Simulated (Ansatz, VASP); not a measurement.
## Be2CdO3 in VASP and in Ansatz

File INCAR:

```
SYSTEM = Be2CdO3
ALGO = Normal
EDIFF = 1E-7
EDIFFG = -0.08
ENCUT = 600
GGA = PE
GGA_COMPAT = .FALSE.
IBRION = 2
ISIF = 3
ISMEAR = 0
LASPH = .TRUE.
LCHARG = .FALSE.
LREAL = .FALSE.
LWAVE = .FALSE.
NELM = 120
NELMIN = 4
NSW = 36
PREC = Accurate
SIGMA = 0.15
```

KPOINTS

```
k-points
0
G
  5 5 2
  0 0 0
```

The input POSCAR:

```
Be2CdO3
1.0
    2.9500000000      0.0000000000      0.0000000000
   -1.4750000000      2.5547749400      0.0000000000
    0.0000000000      0.0000000000      8.2800000000
Be Cd O
2 1 3
Direct
    0.6666666700      0.3333333300      0.6500000000
    0.3333333300      0.6666666700      0.3550000000
    0.0000000000      0.0000000000      0.0000000000
    0.6666666700      0.3333333300      0.8500000000
    0.3333333300      0.6666666700      0.5600000000
    0.0000000000      0.0000000000      0.2600000000
```

Input for Ansatz:

```yaml
crystal:
  lattice:
    - [2.95, 0.0, 0.0]
    - [-1.475, 2.55477494, 0.0]
    - [0.0, 0.0, 8.28]
  atoms:
    - { symbol: Be, position: [0.66666667, 0.33333333, 0.65] }
    - { symbol: Be, position: [0.33333333, 0.66666667, 0.355] }
    - { symbol: Cd, position: [0.0, 0.0, 0.0] }
    - { symbol: O, position: [0.66666667, 0.33333333, 0.85] }
    - { symbol: O, position: [0.33333333, 0.66666667, 0.56] }
    - { symbol: O, position: [0.0, 0.0, 0.26] }
basis:
  ecutwfc: 420
kpoints:
  mp_grid: { grid: [5, 5, 2] }
hamiltonian:
  xc: pbe
scf:
  occupations: { method: gaussian, width: 0.15 }
  lower_state_search: "off"
output:
  forces: true
  stress: true
  eigenvalues: true
relax:
  adjacent_minimum: "off"
  f_tol: 0.08
  max_steps: 16
  cell: { stress_tol: 0.8 }
```

Alike in both runs: task relaxation of cell and atoms; functional PBE; k mesh 5 × 5 × 2; occupations gaussian, width 0.15 eV; no spin polarisation.

```csv
,VASP,Ansatz
version,VASP 6.6.1,Ansatz 0.2.0
potentials or method,"VASP PAW PBE potentials, release 64 (Be, Cd, O), cutoff 600 eV","scalar-relativistic, plane waves, PAW"
valence electrons in the cell,34,42
```

|  | VASP | Ansatz | Ansatz less VASP |
| --- | --- | --- | --- |
| gap on the k mesh at the Fermi level, each at its own relaxed structure (eV) | 0.70 | 0.77 | +0.065 |
| relaxed volume (Å³/atom) | 9.75 | 9.70 | -0.054 |
| relaxed length of the cell vector where the two differ most in proportion (Å) | 2.949 | 2.942 | -0.0067 |

VASP's potentials hold 34 valence electrons a cell and Ansatz's 42, so a difference there can come from the potentials and not from the codes.

The k mesh is coarse, so the values compare programs but aren't converged.
